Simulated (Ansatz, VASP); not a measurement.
ZnInO in VASP and in Ansatz

Contents of INCAR:

```
PREC = Accurate
ENCUT = 520
EDIFF = 1E-6
ISMEAR = 0
SIGMA = 0.1
LREAL = False
LASPH = True
NELM = 100
ALGO = Normal
ISIF = 2
LWAVE = False
LCHARG = True
GGA = PE
LELF = True
LVHAR = True
NBANDS = 40
```

The input KPOINTS:

```
regular mesh
0
Gamma
  6 6 2
```

File POSCAR:

```
ZnInO
1.0
    3.1738839500      0.0000000000      0.0000000000
    0.0000000000      3.1738839500      0.0000000000
    0.0000000000      0.0000000000      8.0351492100
Zn In O
2 2 2
Direct
    0.0000000000      0.5000000000      0.3350000100
    0.5000000000      0.0000000000      0.6649999900
    0.0000000000      0.5000000000      0.8999999800
    0.5000000000      0.0000000000      0.1000000200
    0.0000000000      0.5000000000      0.6169999800
    0.5000000000      0.0000000000      0.3830000200
```

Input for Ansatz:

```yaml
crystal:
  lattice:
    - [3.17388395, 0.0, 0.0]
    - [0.0, 3.17388395, 0.0]
    - [0.0, 0.0, 8.03514921]
  atoms:
    - { symbol: Zn, position: [0.0, 0.5, 0.33500001] }
    - { symbol: Zn, position: [0.5, 0.0, 0.66499999] }
    - { symbol: In, position: [0.0, 0.5, 0.89999998] }
    - { symbol: In, position: [0.5, 0.0, 0.10000002] }
    - { symbol: O, position: [0.0, 0.5, 0.61699998] }
    - { symbol: O, position: [0.5, 0.0, 0.38300002] }
basis:
  ecutwfc: 420
kpoints:
  mp_grid: { grid: [6, 6, 2] }
hamiltonian:
  xc: pbe
scf:
  occupations: { method: gaussian, width: 0.1 }
  lower_state_search: "off"
output:
  forces: true
  stress: true
  eigenvalues: true
```

Change from the starting cell: species swapped into the TaMoN type (P4/nmm, No. 129).

Alike in both runs: task single point; functional PBE; k mesh 6 × 6 × 2; occupations gaussian, width 0.1 eV; no spin polarisation.

|  | VASP | Ansatz |
| --- | --- | --- |
| version | VASP 6.6.1 | Ansatz 0.2.0 |
| potentials or method | VASP PAW PBE potentials, release 64 (Zn, In_d, O), cutoff 520 eV | scalar-relativistic, plane waves, PAW |
| valence electrons in the cell | 62 | 62 |

|  | VASP | Ansatz | Ansatz less VASP |
| --- | --- | --- | --- |
| gap on the k mesh at the Fermi level (eV) | none | none | - |
| pressure (GPa) | 15.6 | 15.3 | -0.29 |
| traceless stress, the component that is largest in VASP (GPa) | 4.94 | 4.95 | +0.018 |
| rms of the force components (eV/Å) | 1.116 | 1.122 | +0.0054 |

Atom by atom the forces differ by 0.006 eV/Å (rms over components). A gap of «none» marks a metal or a gap that the smearing closes. The functional is the same, so the differences come from potentials, cutoffs and numerics.

The k mesh is coarse, so the values compare programs but aren't converged.
